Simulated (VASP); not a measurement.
NiMoIrPdW, 5 atoms in the cell. It takes space group Cm (No. 8, monoclinic). The conventional cell has a = 4.689 Å, b = 2.863 Å, c = 11.144 Å, α = 90.00°, β = 101.20°, γ = 90.00°. Ni (site symmetry m) has 3 Ir at 2.59 to 2.61 Å and 3 Pd at 2.67 to 2.68 Å and 6 Ni at 2.75 to 2.86 Å within 3.4 Å. Mo (site symmetry m) has 3 Ir at 2.68 Å and 6 Mo at 2.75 to 2.86 Å and 4 W at 2.78 to 3.44 Å within 3.5 Å. Within 3.5 Å of Pd (site symmetry m) lie 3 Ni at 2.67 to 2.68 Å and 3 W at 2.74 to 2.75 Å and 6 Pd at 2.75 to 2.86 Å. Within 3.4 Å of Ir (site symmetry m) lie 3 Ni at 2.59 to 2.61 Å and 3 Mo at 2.68 Å and 6 Ir at 2.75 to 2.86 Å. W (site symmetry m) has 3 Pd at 2.74 to 2.75 Å and 6 W at 2.75 to 2.86 Å and 4 Mo at 2.78 to 3.44 Å within 3.6 Å. 

* Program: VASP 6.6.1
* Task: single point
* Functional: PBE
* Potentials or basis: VASP PAW PBE potentials, release 64 (Ni, Mo_sv, Pd, Ir, W_sv)
* Cutoff: 520 eV
* k mesh: 8 × 8 × 2
* Occupations: fermi-dirac, width 0.05 eV
* Spin: collinear spin, ferromagnetic start
* Starting moments: [1.0, 1.0, 0.0, 0.6, 0.0] μB
* Dipole correction: no
* Further INCAR settings: ALGO = Normal; EDIFF = 1e-06; NBANDS = 40

Potentials or basis: VASP PAW PBE potentials, release 64 (Ni, Mo_sv, Pd, Ir, W_sv).

Launch:

```console
$ cat potpaw_PBE.64/Ni/POTCAR potpaw_PBE.64/Mo_sv/POTCAR potpaw_PBE.64/Pd/POTCAR potpaw_PBE.64/Ir/POTCAR potpaw_PBE.64/W_sv/POTCAR > POTCAR
$ mpirun -np 1 vasp_std > vasp.out
```

Hardware: 1 thread of Intel(R) Xeon(R) Platinum 8259CL CPU @ 2.50GHz (Skylake/Cascade Lake), with other jobs on the host.

Task: Estimate the wall time of this run.

Result: It took 5.5 min on 1 thread of Intel(R) Xeon(R) Platinum 8259CL CPU @ 2.50GHz (Skylake/Cascade Lake) (shared host), peak memory 0.37 GiB. Counts: scf iterations 22, k points 42.
